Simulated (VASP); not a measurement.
TiO2, 6 atoms in the cell. Symmetry: P4_2/mnm, No. 136, tetragonal system. The conventional cell has a = 4.548 Å, b = 4.548 Å, c = 2.917 Å, α = 90.00°, β = 90.00°, γ = 90.00°. Ti (site symmetry mmm) has 6 O at 1.93 to 1.96 Å within 2.6 Å. Within 2.6 Å of O (site symmetry m2m) lie 3 Ti at 1.93 to 1.96 Å and 1 O at 2.52 Å. 

| Quantity | Value |
| --- | --- |
| Program | VASP 6.6.1 |
| Task | single point |
| Functional | LDA |
| Potentials or basis | VASP PAW LDA potentials, release 64 (Ti_sv, O) |
| Cutoff | 520 eV |
| k mesh | 6 × 6 × 8 |
| Occupations | fermi-dirac, width 0.02 eV |
| Spin | no spin polarisation |
| Dipole correction | no |
| Further INCAR settings | ALGO = Normal; EDIFF = 1e-06; NBANDS = 33 |

Potentials or basis: VASP PAW LDA potentials, release 64 (Ti_sv, O).

Run with:

```sh
$ cat potpaw_LDA.64/Ti_sv/POTCAR potpaw_LDA.64/O/POTCAR > POTCAR
$ mpirun -np 1 vasp_std > vasp.out
```

Hardware: 1 thread of AMD EPYC 9R45 96-Core Processor (Zen 5), with other jobs on the host.

Task: Estimate the wall time of this run.

Result: Run time: 58 s on 1 thread of AMD EPYC 9R45 96-Core Processor (Zen 5) (shared host), peak memory 0.17 GiB. Counts: scf iterations 16, k points 50.
